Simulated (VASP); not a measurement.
CdTe: single point with r2SCAN

Crystal: CdTe.

```
CELL_PARAMETERS angstrom
0.00000 3.21167 3.21167
3.21167 0.00000 3.21167
3.21167 3.21167 0.00000
ATOMIC_POSITIONS crystal
Cd 0.00000 0.00000 0.00000
Te 0.25000 0.25000 0.25000
```

```json
{
 "Program": "VASP 6.6.1",
 "Task": "single point",
 "Functional": "r2SCAN",
 "Potentials or basis": "VASP PAW PBE potentials, release 64 (Cd, Te)",
 "Cutoff": "520 eV",
 "k mesh": "8 × 8 × 8",
 "Occupations": "fermi-dirac, width 0.02 eV",
 "Spin": "no spin polarisation"
}
```

```json
{"Pressure": "3.0 GPa", "Band gap on the k mesh": "1.36 eV, direct"}
```

Levels at points of the mesh, in eV from the valence-band top:
```tsv
k point	band 6	band 7	band 8	band 9	band 10	band 11	band 12	band 13
(0.00, 0.00, 0.00)	-8.35	0.00	0.00	0.00	1.36	5.01	5.01	5.01
(0.50, 0.00, 0.00)	-7.95	-4.66	-0.83	-0.83	2.26	5.57	5.57	7.44
(0.50, 0.50, 0.00)	-7.79	-4.49	-2.01	-2.01	2.82	2.98	9.63	9.96
```

Run time: 76 s on 1 thread of Intel(R) Xeon(R) Platinum 8488C (Sapphire Rapids), with other jobs on the host, peak memory 0.23 GiB.

Caveat: the PAW data sets were made with another functional, which shifts forces and pressure a little; spin-orbit coupling is left out, which moves the levels of the heavy elements. r2SCAN opens gaps a little over a GGA but as a rule still falls short of measured ones.
